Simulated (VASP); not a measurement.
# SnO2 (I4_1/amd) in VASP: further runs

The runs below take SnO2 through relaxation of cell and atoms, with PBEsol.

Everything below comes from runs of VASP 6.6.1. Logs are shortened: lines on timing, memory, paths and dates and some standing lists are left out, and cuts for length are marked.

## (1) The cell of the first run

Symmetry: I4_1/amd, No. 141, tetragonal system. The conventional cell has a = 4.000 Å, b = 4.000 Å, c = 10.247 Å, α = 90.00°, β = 90.00°, γ = 90.00°. Within 2.7 Å of Sn (site symmetry -4m2) lie 6 O at 2.06 to 2.09 Å. O (site symmetry 2mm) has 3 Sn at 2.06 to 2.09 Å and 2 O at 2.57 Å within 2.7 Å.

## (2) Relaxation of cell and atoms, PBEsol, target pressure 4 GPa, at which the enthalpy is minimised

INCAR

```
SYSTEM = SnO2
PREC = Accurate
ENCUT = 600
EDIFF = 1E-7
ISMEAR = 0
SIGMA = 0.01
LREAL = .FALSE.
LASPH = .TRUE.
NELM = 120
ALGO = Normal
ISIF = 3
LWAVE = .FALSE.
LCHARG = .FALSE.
GGA = PS
IBRION = 2
NSW = 80
EDIFFG = -0.05
PSTRESS = 40.0
GGA_COMPAT = .FALSE.
NELMIN = 4
```

KPOINTS

```
Automatic mesh
0
G
  6 6 6
  0 0 0
```

POSCAR

```
SnO2
1.0
    5.8525750000      0.0000000000      0.0000000000
    3.1185479716      4.9525036779      0.0000000000
   -4.4855615363     -2.4762518668      2.8285240899
Sn O
2 4
Direct
    0.7500000000      0.2500000000      0.5000000000
    0.0000000000      0.0000000000      0.0000000000
    0.7965230000      0.7965230000      0.0000000000
    0.9534770000      0.4534770000      0.5000000000
    0.2034770000      0.2034770000      0.0000000000
    0.5465230000      0.0465230000      0.5000000000
```

Potentials or basis: VASP PAW PBE potentials, release 64 (Sn_d, O).

Launch:

```console
cat potpaw_PBE.64/Sn_d/POTCAR potpaw_PBE.64/O/POTCAR > POTCAR
mpirun -np 1 vasp_std > vasp.out
```

OUTCAR:

```text
SYSTEM = SnO2
   PREC = Accurate
   ENCUT = 600
   EDIFF = 1E-7
   ISMEAR = 0
   LREAL = .FALSE.
   LASPH = .TRUE.
   NELM = 120
   ISIF = 3
   GGA = PS
   IBRION = 2
   NSW = 80
   EDIFFG = -0.05
   PSTRESS = 40.0
   NELMIN = 4

 ion  position               nearest neighbor table
   1  0.750  0.250  0.500-   5 2.06   3 2.06   5 2.06   3 2.06   4 2.09   6 2.09   2 3.25   2 3.25
                             2 3.25   2 3.25
   2  0.000  0.000  0.000-   6 2.06   4 2.06   6 2.06   4 2.06   3 2.09   5 2.09   1 3.25   1 3.25
                             1 3.25   1 3.25
   3  0.797  0.797  0.000-   1 2.06   1 2.06   2 2.09
   4  0.953  0.453  0.500-   2 2.06   2 2.06   1 2.09
   5  0.203  0.203  0.000-   1 2.06   1 2.06   2 2.09
   6  0.547  0.047  0.500-   2 2.06   2 2.06   1 2.09

  LATTYP: Found a body centered tetragonal cell.
 ALAT       =     4.0001372033
 C/A-ratio  =     2.5617515575

  Lattice vectors:

 A1 = (   5.8525750000,   0.0000000000,   0.0000000000)
 A2 = (   3.1185479716,   4.9525036779,   0.0000000000)
 A3 = (  -4.4855615363,  -2.4762518668,   2.8285240899)

Analysis of symmetry for initial positions (statically):
=====================================================================
 Subroutine PRICEL returns:
 Original cell was already a primitive cell.

 Routine SETGRP: Setting up the symmetry group for a
 body centered tetragonal supercell.

 Subroutine GETGRP returns: Found 16 space group operations
 (whereof  8 operations were pure point group operations)
 out of a pool of 16 trial point group operations.

The static configuration has the point symmetry D_2d.
 The point group associated with its full space group is D_4h.

Analysis of symmetry for dynamics (positions and initial velocities):
=====================================================================
 Subroutine PRICEL returns:
 Original cell was already a primitive cell.

 Routine SETGRP: Setting up the symmetry group for a
 body centered tetragonal supercell.

 Subroutine GETGRP returns: Found 16 space group operations
 (whereof  8 operations were pure point group operations)
 out of a pool of 16 trial point group operations.

The dynamic configuration has the point symmetry D_2d.
 The point group associated with its full space group is D_4h.

 Subroutine INISYM returns: Found 16 space group operations
 (whereof  8 operations are pure point group operations),
 and found     1 'primitive' translations

----------------------------------------------------------------------------------------

                                     Primitive cell

  volume of cell :      81.9845

  direct lattice vectors                    reciprocal lattice vectors
     5.852575000  0.000000000  0.000000000     0.170864961 -0.107592162  0.176770637
     3.118547972  4.952503678  0.000000000     0.000000000  0.201918073  0.176770637
    -4.485561536 -2.476251867  2.828524090     0.000000000  0.000000000  0.353541270

  length of vectors
     5.852575000  5.852575000  5.852575000     0.268363124  0.268363124  0.353541270

  position of ions in fractional coordinates (direct lattice)
     0.750000000  0.250000000  0.500000000
     0.000000000  0.000000000  0.000000000
     0.796523000  0.796523000  0.000000000
     0.953477000  0.453477000  0.500000000
     0.203477000  0.203477000  0.000000000
     0.546523000  0.046523000  0.500000000

  ion indices of the primitive-cell ions
   primitive index   ion index
                 1           1
                 2           2
                 3           3
                 4           4
                 5           5
                 6           6

----------------------------------------------------------------------------------------

 KPOINTS: Automatic mesh

Automatic generation of k-mesh.
 Grid dimensions read from file:
 generate k-points for:    6    6    6

 Generating k-lattice:

  Cartesian coordinates                     Fractional coordinates (reciprocal lattice)
     0.028477494 -0.017932027  0.029461773     0.166666667 -0.000000000  0.000000000
[... 45 lines left out ...]
   PSTRESS=   40.0 pullay stress
   NELECT =      52.0000    total number of electrons
   NUPDOWN=      -1.0000    fix difference up-down
   EMIN   =  10.00;   EMAX   =-10.00  energy-range for DOS
   EFERMI =   0.00;   METHOD = LEGACY
   ISMEAR =     0;   SIGMA  =   0.01  broadening in eV -4-tet -1-fermi 0-gaus
   EFERMI_NEDOS =   21; number of points for ismear=-14 and -15
   IALGO  =     38    algorithm
   IMIX   =      4    mixing-type and parameters
     AMIX     =   0.40;   BMIX     =  1.00
     AMIX_MAG =   1.60;   BMIX_MAG =  1.00
  volume/ion in A,a.u.               =      13.66        92.21
  Fermi-wavevector in a.u.,A,eV,Ry     =   1.406583  2.658057 26.918799  1.978476
  Thomas-Fermi vector in A             =   2.528929
   LORBIT       =      0    0 simple, 1 ext, 2 COOP (PROOUT), +10 PAW based schemes
   GGA     = PS    functional components
   LHFCALC =     F    Hartree Fock is set to
   AEXX    =    0.0000 exact exchange contribution
   IVDW    =     0    specifies the selected vdW correction
   LEPSILON=     F    determine dielectric tensor
   LRPA    =     F    only Hartree local field effects (RPA)
 conjugate gradient relaxation of ions
 non-spin polarized calculation
 Gauss-broadening in eV      SIGMA  =   0.01
  energy-cutoff  :      600.00
  volume of cell :       81.98
 maximum number of plane-waves:      2770
   NGX = 23   NGY = 23   NGZ = 23

--------------------------------------- Ionic step        1  -------------------------------------------

 number of electron      52.0000007 magnetization

 Free energy of the ion-electron system (eV)
  ---------------------------------------------------
  ext. energy  EPLUGINS =         0.00000000
  ---------------------------------------------------
  free energy    TOTEN  =       -39.22753102 eV

  energy without entropy =      -39.22753102  energy(sigma->0) =      -39.22753102

------------------------ aborting loop because EDIFF is reached ----------------------------------------

  FORCE on cell =-STRESS in cart. coord.  units (eV):
  Direction    XX          YY          ZZ          XY          YZ          ZX
  --------------------------------------------------------------------------------------
  -------------------------------------------------------------------------------------
  Total        0.3678199      0.6123728      0.7195724     -0.1941848     -0.0000000     -0.0000000
  in kB        7.1880999     11.9672623     14.0622041     -3.7948461     -0.0000001     -0.0000003
  external PRESSURE =     -28.9274779 kB  Pullay stress =      40.0000000 kB
[... 111 lines left out ...]
  enthalpy is  TOTEN    =       -37.1921828231 eV   P V=        2.0167474132

--------------------------------------- Ionic step        4  -------------------------------------------

 number of electron      52.0000005 magnetization

 Free energy of the ion-electron system (eV)
  ---------------------------------------------------
  ext. energy  EPLUGINS =         0.00000000
  ---------------------------------------------------
  free energy    TOTEN  =       -39.20725634 eV

  energy without entropy =      -39.20725634  energy(sigma->0) =      -39.20725634

 E-fermi :   4.1615     XC(G=0): -10.6340

 val. band max:        4.0733107320   @ k =   0.3333   0.3333   0.1667
 cond. band min:       5.8035391511   @ k =   0.0000   0.0000   0.0000
 fundamental gap:      1.7302284191
 Fermi energy:         4.1614844787

 k-point     1 :       0.0000    0.0000    0.0000
  band No.  band energies     occupation
      1     -16.2524      2.00000
      2     -16.2396      2.00000
      3     -16.0896      2.00000
      4     -15.4827      2.00000
      5     -15.3698      2.00000
      6     -15.3698      2.00000
[... 805 lines left out ...]
     30      13.1058      0.00000
     31      15.1323      0.00000

 [... further k-points ...]

------------------------ aborting loop because EDIFF is reached ----------------------------------------

  FORCE on cell =-STRESS in cart. coord.  units (eV):
  Direction    XX          YY          ZZ          XY          YZ          ZX
  --------------------------------------------------------------------------------------
  -------------------------------------------------------------------------------------
  Total        1.9309752      2.0298135      2.0731390     -0.0784816     -0.0000000     -0.0000000
  in kB       38.3416547     40.3041992     41.1644762     -1.5583388     -0.0000004     -0.0000008
  external PRESSURE =      -0.0632233 kB  Pullay stress =      40.0000000 kB
[... 21 lines left out ...]
  FREE ENERGIE OF THE ION-ELECTRON SYSTEM (eV)
  ---------------------------------------------------
  free  energy   TOTEN  =       -39.2072563443 eV

  energy  without entropy=      -39.2072563443  energy(sigma->0) =      -39.20725634

  enthalpy is  TOTEN    =       -37.1927630366 eV   P V=        2.0144933078

 reached required accuracy - stopping structural energy minimisation
```

It took 4.2 min on 1 thread of Intel Xeon 6975P-C (Granite Rapids), shared host; peak memory 0.39 GiB.

What came out:

| Item | Value |
| --- | --- |
| Free energy | -39.2073 eV |
| Relaxed volume | 13.45 Å³/atom |
| Relaxed cell | a = 5.819 Å, b = 5.819 Å, c = 5.819 Å, α = 140.00°, β = 140.00°, γ = 57.86° |
| Space group after relaxing (to 0.05 Å) | I4_1/amd (No. 141) |
| Energy change on relaxing (the enthalpy is what falls) | +3.4 meV/atom |
| Ionic steps | 4 |
| Pressure after relaxing | 4.0 GPa |
| Largest force after relaxing | 0.027 eV/Å |
| Band gap on the k mesh | 1.73 eV, indirect (least direct gap 2.12 eV) |

Forces in eV/Å, atoms in the order of the input:
```
Sn   0.000  0.000  0.000
Sn   0.000  0.000  0.000
O   -0.024 -0.013  0.000
O    0.024  0.013  0.000
O    0.024  0.013  0.000
O   -0.024 -0.013  0.000
```

The path:
```tsv
step	energy change (eV)	largest force (eV/Å)	pressure (GPa)	volume (Å³)
1	0.0000	0.0575	1.11	81.98
2	0.0845	0.2697	8.33	79.09
3	0.0186	0.0702	3.94	80.78
4	0.0203	0.0271	3.99	80.69
```

Final structure:
```
Sn O
1.0
     5.81859   -0.00293    0.00000
     3.09796    4.92531    0.00000
    -4.45828   -2.46119    2.81467
Sn O
2 4
Direct
  0.75000 0.25000 0.50000
  0.00000 0.00000 0.00000
  0.79634 0.79634 0.00000
  0.95366 0.45366 0.50000
  0.20366 0.20366 0.00000
  0.54634 0.04634 0.50000
```

Levels at points of the mesh, in eV from the valence-band top:
| k point | band 23 | band 24 | band 25 | band 26 | band 27 | band 28 | band 29 | band 30 |
| --- | --- | --- | --- | --- | --- | --- | --- | --- |
| (0.00, 0.00, 0.00) | -0.67 | -0.67 | -0.39 | -0.39 | 1.73 | 5.67 | 9.31 | 9.83 |
| (0.50, 0.00, 0.00) | -0.79 | -0.77 | -0.58 | -0.37 | 5.09 | 6.33 | 7.94 | 8.66 |
| (0.50, 0.50, 0.00) | -0.80 | -0.80 | -0.04 | -0.04 | 7.47 | 7.47 | 7.68 | 7.68 |
| (0.50, 0.50, 0.50) | -1.03 | -1.03 | -0.29 | -0.29 | 4.37 | 4.37 | 7.62 | 7.62 |

Caveat: the cell is relaxed towards a set pressure, so the enthalpy falls and the energy may rise; the PAW data sets were made with another functional, which shifts forces and pressure a little; spin-orbit coupling is left out, which moves the levels of the heavy elements; the relaxation stopped at a loose force limit of 0.05 eV/Å, so its end isn't a converged minimum.

## (3) Relaxation of cell and atoms, PBEsol, target pressure 6 GPa, at which the enthalpy is minimised

INCAR

```
SYSTEM = SnO2
PREC     = Accurate       ! precision mode
ENCUT    = 600            ! plane-wave cutoff, eV
EDIFF    = 1E-7           ! SCF threshold, eV
ISMEAR   = 0              ! smearing method
SIGMA    = 0.01           ! smearing width, eV
LREAL    = .False.        ! projectors in reciprocal space
LASPH    = .True.         ! aspherical terms in the spheres
NELM     = 120            ! most SCF steps
ALGO     = Normal         ! electronic algorithm
ISIF     = 3              ! what is computed and relaxed
LWAVE    = .False.        ! write WAVECAR
LCHARG   = .False.        ! write CHGCAR
GGA      = PS             ! functional
IBRION   = 2              ! ionic algorithm
NSW      = 80             ! ionic steps
EDIFFG   = -0.05          ! ionic threshold
PSTRESS  = 60.0         
GGA_COMPAT= .False.      
NELMIN   = 4
```

KPOINTS

```
Automatic mesh
0
Gamma
  6 6 6
  0 0 0
```

POSCAR is that of step 2.

Potentials or basis: VASP PAW PBE potentials, release 64 (Sn_d, O).

Launch:

```console
cat potpaw_PBE.64/Sn_d/POTCAR potpaw_PBE.64/O/POTCAR > POTCAR
mpirun -np 1 vasp_std > vasp.out
```

It took 5.8 min on 1 thread of Intel Xeon 6975P-C (Granite Rapids), shared host; peak memory 0.39 GiB.

Results (log left out):

| Property | Result |
| --- | --- |
| Free energy | -39.1784 eV |
| Relaxed volume | 13.29 Å³/atom |
| Relaxed cell | a = 5.800 Å, b = 5.800 Å, c = 5.800 Å, α = 140.04°, β = 140.04°, γ = 57.80° |
| Space group after relaxing (to 0.05 Å) | I4_1/amd (No. 141) |
| Energy change on relaxing (the enthalpy is what falls) | +8.2 meV/atom |
| Ionic steps | 5 |
| Pressure after relaxing | 6.1 GPa |
| Largest force after relaxing | 0.038 eV/Å |
| Band gap on the k mesh | 1.83 eV, indirect (least direct gap 2.25 eV) |

Forces in eV/Å, atoms in the order of the input:
```
Sn   0.000  0.000  0.000
Sn   0.000  0.000  0.000
O   -0.033 -0.018  0.000
O    0.033  0.018  0.000
O    0.033  0.018  0.000
O   -0.033 -0.018  0.000
```

Stress tensor (GPa, compression positive):
```
 5.77 -0.31  0.00
-0.31  6.16  0.00
 0.00  0.00  6.34
```

Step by step:
```tsv
step	energy change (eV)	largest force (eV/Å)	pressure (GPa)	volume (Å³)
1	0.0000	0.0575	1.11	81.98
2	0.2200	0.4556	13.96	77.13
3	0.0431	0.1348	5.90	79.98
4	0.0446	0.1389	5.98	79.94
5	0.0491	0.0380	6.09	79.77
```

Final structure:
```xyz
6
Lattice="5.7996 0.0003 0.0000 3.0906 4.9075 0.0000 -4.4451 -2.4539 2.8026" Properties=species:S:1:pos:R:3 pbc="T T T"
Sn    2.8998    0.0002    1.4013
Sn    0.0000    0.0000    0.0000
O     2.6320    1.4530    2.8026
O     4.7129    1.0011    1.4013
O     1.8131    1.0009    0.0000
O     1.0867   -1.0008    1.4013
```

Levels at points of the mesh, in eV from the valence-band top:
| k point | band 22 | band 23 | band 24 | band 25 | band 26 | band 27 | band 28 | band 29 | band 30 | band 31 |
| --- | --- | --- | --- | --- | --- | --- | --- | --- | --- | --- |
| (0.00, 0.00, 0.00) | -1.04 | -0.68 | -0.68 | -0.41 | -0.41 | 1.83 | 5.77 | 9.35 | 9.89 | 9.93 |
| (0.50, 0.00, 0.00) | -1.12 | -0.80 | -0.78 | -0.59 | -0.37 | 5.21 | 6.43 | 8.01 | 8.74 | 10.04 |
| (0.50, 0.50, 0.00) | -0.87 | -0.81 | -0.81 | -0.03 | -0.03 | 7.62 | 7.62 | 7.74 | 7.74 | 8.83 |
| (0.50, 0.50, 0.50) | -2.84 | -1.04 | -1.04 | -0.30 | -0.30 | 4.47 | 4.47 | 7.65 | 7.65 | 12.14 |

Caveat: the cell is relaxed towards a set pressure, so the enthalpy falls and the energy may rise; the PAW data sets were made with another functional, which shifts forces and pressure a little; spin-orbit coupling is left out, which moves the levels of the heavy elements; the relaxation stopped at a loose force limit of 0.05 eV/Å, so its end isn't a converged minimum. As with any semilocal functional, this PBEsol gap is likely too small.

## (4) Relaxation of cell and atoms, PBEsol, target pressure 8 GPa, at which the enthalpy is minimised

INCAR

```
SYSTEM = SnO2
ALGO = Normal ; EDIFF = 1E-7
EDIFFG = -0.05 ; ENCUT = 600
GGA = PS ; GGA_COMPAT = .FALSE.
IBRION = 2 ; ISIF = 3
ISMEAR = 0 ; LASPH = .TRUE.
LCHARG = .FALSE. ; LREAL = .FALSE.
LWAVE = .FALSE. ; NELM = 120
NELMIN = 4 ; NSW = 80
PREC = Accurate ; PSTRESS = 80.0
SIGMA = 0.01
```

KPOINTS

```
k-points
0
G
  6 6 6
  0 0 0
```

POSCAR is that of step 3.

Launch:

```console
cat potpaw_PBE.64/Sn_d/POTCAR potpaw_PBE.64/O/POTCAR > POTCAR
mpirun -np 1 vasp_std > vasp.out
```

It took 5.7 min on 1 thread of Intel Xeon 6975P-C (Granite Rapids), shared host; peak memory 0.38 GiB.

The run converged. Its results:

```yaml
Free_energy: -39.1415 eV
Relaxed_volume: 13.15 Å³/atom
Relaxed_cell: a = 5.783 Å, b = 5.783 Å, c = 5.783 Å, α = 140.08°, β = 140.08°, γ = 57.73°
Space_group_after_relaxing_to_0.05_Å: I4_1/amd (No. 141)
Energy_change_on_relaxing_the_enthalpy_is_what_falls: +14.3 meV/atom
Ionic_steps: 5
Pressure_after_relaxing: 8.1 GPa
Largest_force_after_relaxing: 0.044 eV/Å
Band_gap_on_the_k_mesh: 1.93 eV, indirect (least direct gap 2.36 eV)
```

Forces on the atoms (eV/Å):
```
Sn   0.000  0.000  0.000
Sn   0.000  0.000  0.000
O   -0.038 -0.021  0.000
O    0.038  0.021  0.000
O    0.038  0.021  0.000
O   -0.038 -0.021  0.000
```

Stress tensor (GPa, compression positive):
```
 7.58 -0.50  0.00
-0.50  8.22  0.00
 0.00  0.00  8.49
```

The path:
```tsv
step	energy change (eV)	largest force (eV/Å)	pressure (GPa)	volume (Å³)
1	0.0000	0.0575	1.11	81.98
2	0.4251	0.6574	20.30	75.21
3	0.0752	0.1977	7.82	79.23
4	0.0779	0.2032	7.97	79.17
5	0.0860	0.0436	8.10	78.93
```

Final structure:
```cif
data_structure
_symmetry_space_group_name_H-M 'P 1'
_symmetry_Int_Tables_number 1
_cell_length_a 5.7825
_cell_length_b 5.7825
_cell_length_c 5.7825
_cell_angle_alpha 140.079
_cell_angle_beta 140.079
_cell_angle_gamma 57.733
_cell_volume 78.93
loop_
_atom_site_label
_atom_site_type_symbol
_atom_site_fract_x
_atom_site_fract_y
_atom_site_fract_z
_atom_site_occupancy
Sn1 Sn 0.75000 0.25000 0.50000 1
Sn2 Sn 0.00000 0.00000 0.00000 1
O1 O 0.79578 0.79578 0.00000 1
O2 O 0.95422 0.45422 0.50000 1
O3 O 0.20422 0.20422 0.00000 1
O4 O 0.54578 0.04578 0.50000 1
```

Levels at points of the mesh, in eV from the valence-band top:
```tsv
k point	band 23	band 24	band 25	band 26	band 27	band 28	band 29	band 30
(0.00, 0.00, 0.00)	-0.69	-0.69	-0.43	-0.43	1.93	5.85	9.39	9.94
(0.50, 0.00, 0.00)	-0.82	-0.79	-0.61	-0.37	5.33	6.53	8.06	8.82
(0.50, 0.50, 0.00)	-0.82	-0.82	-0.03	-0.03	7.74	7.74	7.80	7.80
(0.50, 0.50, 0.50)	-1.05	-1.05	-0.31	-0.31	4.56	4.56	7.68	7.68
```

Caveat: the cell is relaxed towards a set pressure, so the enthalpy falls and the energy may rise; the PAW data sets were made with another functional, which shifts forces and pressure a little; spin-orbit coupling is left out, which moves the levels of the heavy elements; the relaxation stopped at a loose force limit of 0.05 eV/Å, so its end isn't a converged minimum.

## (5) The runs side by side

| cell | gap on the mesh (eV) | pressure (GPa) | largest force (eV/Å) |
| --- | --- | --- | --- |
| relaxed to 4 GPa | 1.73 | 4.0 | 0.03 |
| relaxed to 6 GPa | 1.83 | 6.1 | 0.04 |
| relaxed to 8 GPa | 1.93 | 8.1 | 0.04 |

Alike in all rows: task relaxation of cell and atoms; level PBEsol; potentials or basis VASP PAW PBE potentials, release 64 (Sn_d, O); no spin polarisation; k mesh 6 × 6 × 6; cutoff (eV) 600; smearing gaussian 0.01 eV.

Caveats: the cell is relaxed towards a set pressure, so the enthalpy falls and the energy may rise; the PAW data sets were made with another functional, which shifts forces and pressure a little; spin-orbit coupling is left out, which moves the levels of the heavy elements; the relaxation stopped at a loose force limit of 0.05 eV/Å, so its end isn't a converged minimum.

Absolute energies hang on the potentials; compare differences alone.
